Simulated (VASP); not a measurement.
The system is ZnO (zincite).

```
Zn O
1.0
     3.24931    0.00000    0.00000
    -1.62465    2.81398    0.00000
     0.00000    0.00000    5.20571
Zn O
2 2
Cartesian
  1.6247 0.9380 0.0000
  0.0000 1.8760 2.6029
  0.0000 1.8760 4.5759
  1.6247 0.9380 1.9730
```

```yaml
Program: VASP 6.6.1
Task: relaxation of cell and atoms
Functional: revPBE
Potentials_or_basis: VASP PAW PBE potentials, release 64 (Zn, O)
Cutoff: 600 eV
k_mesh: 9 × 9 × 5
Occupations: fermi-dirac, width 0.05 eV
Spin: no spin polarisation
```

At the start: pressure 9.2 GPa; volume 11.90 Å³/atom.

Question: Where does the relaxation end?

Answer: Over 5 steps the energy falls by 22.2 meV/atom and the volume is 12.73 Å³/atom (+7.0 %); space group P6_3mc (No. 186, to 0.05 Å).

The path:
| step | energy change (eV) | largest force (eV/Å) | pressure (GPa) | volume (Å³) |
| --- | --- | --- | --- | --- |
| 1 | 0.0000 | 0.0788 | 9.24 | 47.60 |
| 2 | -0.0710 | 0.0234 | -3.39 | 52.48 |
| 3 | -0.0889 | 0.0018 | 0.04 | 50.86 |
| 4 | -0.0889 | 0.0029 | -0.07 | 50.92 |
| 5 | -0.0890 | 0.0093 | -0.07 | 50.92 |

Final structure:
```yaml
crystal:
  lattice:
    - [3.31746, 0.00000, 0.00000]
    - [-1.65873, 2.87300, 0.00000]
    - [0.00000, 0.00000, 5.34234]
  atoms:
    - { symbol: Zn, position: [0.66667, 0.33333, 0.99951] }
    - { symbol: Zn, position: [0.33333, 0.66667, 0.49951] }
    - { symbol: O, position: [0.33333, 0.66667, 0.87950] }
    - { symbol: O, position: [0.66667, 0.33333, 0.37950] }
```

Caveat: the PAW data sets were made with another functional, which shifts forces and pressure a little.
